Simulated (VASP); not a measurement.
Set up this calculation in VASP 6.6.1, as the native input.

* Task: single point
* Functional: PBEsol
* Potentials or basis: VASP PAW PBE potentials, release 64 (Sc_sv, Pd)
* Cutoff: 520 eV
* k mesh: 12 × 12 × 12
* Occupations: fermi-dirac, width 0.05 eV
* Spin: no spin polarisation
* Dipole correction: no
* Further INCAR settings: ALGO = Normal; EDIFF = 1e-06; NBANDS = 18

The structure of ScPd lies in POSCAR:

```
ScPd
1.0
    3.2830000000      0.0164150000      0.0164150000
    0.0164150000      3.2830000000      0.0164150000
    0.0164150000      0.0164150000      3.2830000000
Sc Pd
1 1
Direct
    0.5000000000      0.5000000000      0.5000000000
    0.0000000000      0.0000000000      0.0000000000
```

This cell differs from its parent crystal: equal xy, yz and zx shear strains of +1 %.

One way to write it, as run:

INCAR

```
SYSTEM = ScPd
  ALGO = Normal
  EDIFF = 1E-6
  ENCUT = 520
  GGA = PS
  ISIF = 2
  ISMEAR = -1
  LASPH = .True.
  LCHARG = .False.
  LREAL = .False.
  LWAVE = .False.
  NBANDS = 18
  NELM = 60
  PREC = Accurate
  SIGMA = 0.05
```

KPOINTS

```
k-points
0
Gamma
  12 12 12
  0 0 0
```

Potentials or basis: VASP PAW PBE potentials, release 64 (Sc_sv, Pd).

The run is started by

```bash
$ cat potpaw_PBE.64/Sc_sv/POTCAR potpaw_PBE.64/Pd/POTCAR > POTCAR
$ mpirun -np 1 vasp_std > vasp.out
```

It gave:

| Property | Result |
| --- | --- |
| Pressure | -1.5 GPa |

Caveat: the cell differs from its parent crystal (equal xy, yz and zx shear strains of +1 %); the PAW data sets were made with another functional, which shifts forces and pressure a little.

Run time: 27 s on 1 thread of Intel(R) Xeon(R) 6975P-C (Granite Rapids), with other jobs on the host, peak memory 0.24 GiB.
